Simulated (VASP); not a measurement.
## Cu: single point with LDA

Crystal: Cu.

```
Cu
1.0
     1.48804   -2.12128    0.00000
     1.48804    2.12128    0.00000
     0.00000    0.00000    4.14075
Cu
1
Direct
  0.00000 0.00000 0.00000
```

```
Program             : VASP 6.6.1
Task                : single point
Functional          : LDA
Potentials or basis : VASP PAW LDA potentials, release 64 (Cu)
Cutoff              : 600 eV
k mesh              : 12 × 12 × 7
Occupations         : methfessel-paxton, width 0.15 eV
Spin                : no spin polarisation
```

```
Pressure : -12.1 GPa
```

Stress tensor (GPa, compression positive):
```
-18.47   0.00   0.00
  0.00 -15.13   0.00
  0.00   0.00  -2.57
```

Levels at points of the mesh, in eV from the Fermi level:
| k point | band 2 | band 3 | band 4 | band 5 | band 6 | band 7 | band 8 | band 9 | band 10 | band 11 |
| --- | --- | --- | --- | --- | --- | --- | --- | --- | --- | --- |
| (0.00, 0.00, 0.00) | -2.36 | -1.99 | -1.34 | -1.08 | -0.99 | 3.99 | 7.43 | 19.76 | 19.76 | 22.37 |
| (0.50, 0.00, 0.00) | -2.04 | -1.37 | -1.08 | -1.00 | 1.23 | 3.09 | 9.68 | 12.24 | 13.23 | 13.84 |
| (0.50, 0.50, 0.00) | -2.02 | -1.43 | -1.20 | -0.69 | 2.78 | 5.61 | 11.13 | 11.99 | 14.03 | 14.93 |

Wall time 18 s on 1 thread of Intel(R) Xeon(R) 6975P-C (Granite Rapids) (shared host), peak memory 0.18 GiB.
